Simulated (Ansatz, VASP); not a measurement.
# LiCl in VASP and in Ansatz

INCAR

```
SYSTEM = LiCl
ALGO     = Normal         ! electronic algorithm
EDIFF    = 1E-8           ! SCF threshold, eV
ENCUT    = 520            ! plane-wave cutoff, eV
GGA      = PE             ! functional
ISIF     = 2              ! what is computed and relaxed
ISMEAR   = -1             ! smearing method
LASPH    = .True.         ! aspherical terms in the spheres
LCHARG   = .False.        ! write CHGCAR
LEFG     = .True.       
LREAL    = .False.        ! projectors in reciprocal space
LWAVE    = .False.        ! write WAVECAR
NBANDS   = 12             ! bands
NELM     = 60             ! most SCF steps
PREC     = Accurate       ! precision mode
SIGMA    = 0.03           ! smearing width, eV
```

The input KPOINTS:

```
k-points
0
Gamma
  9 9 9
  0 0 0
```

POSCAR

```
LiCl
1.0
    0.0000000000      2.5388515620      2.5388515620
    2.5388515620      0.0000000000      2.5388515620
    2.5388515620      2.5388515620      0.0000000000
Li Cl
1 1
Direct
    0.0000000000      0.0000000000      0.0000000000
    0.5000000000      0.5000000000      0.5000000000
```

Input for Ansatz:

```yaml
crystal:
  lattice:
    - [0.0, 2.538851562, 2.538851562]
    - [2.538851562, 0.0, 2.538851562]
    - [2.538851562, 2.538851562, 0.0]
  atoms:
    - { symbol: Li, position: [0.0, 0.0, 0.0] }
    - { symbol: Cl, position: [0.5, 0.5, 0.5] }
kpoints:
  mp_grid: { grid: [9, 9, 9] }
scf:
  occupations: { method: fermi_dirac, width: 0.03 }
hamiltonian:
  xc: pbe
  pseudopotentials: { kind: paw }
output:
  forces: true
  stress: true
  eigenvalues: true
  efg: { contact_densities: true }
```

Change from the starting cell: volume scaled by 0.97, PAW files.

Alike in both runs: task electric field gradients; functional PBE; k mesh 9 × 9 × 9; occupations fermi-dirac, width 0.03 eV; no spin polarisation.

|  | VASP | Ansatz |
| --- | --- | --- |
| version | VASP 6.6.1 | Ansatz 0.2.0 |
| potentials or method | VASP PAW PBE potentials, release 64 (Li_sv, Cl) | PAW with Ansatz's default frozen-core files, scalar-relativistic |
| plane-wave cutoff (eV) | 520 | 420 |
| valence electrons in the cell | 10 | 10 |

Ansatz gave:

| Quantity | Value |
| --- | --- |
| gap on the k mesh at the Fermi level (eV) | 6.51 |

Task: Which values does VASP return?

Result: gap on the k mesh at the Fermi level (eV): 6.52.

Noted on VASP's run: the cutoff is short for stress, so the pressure is rough.
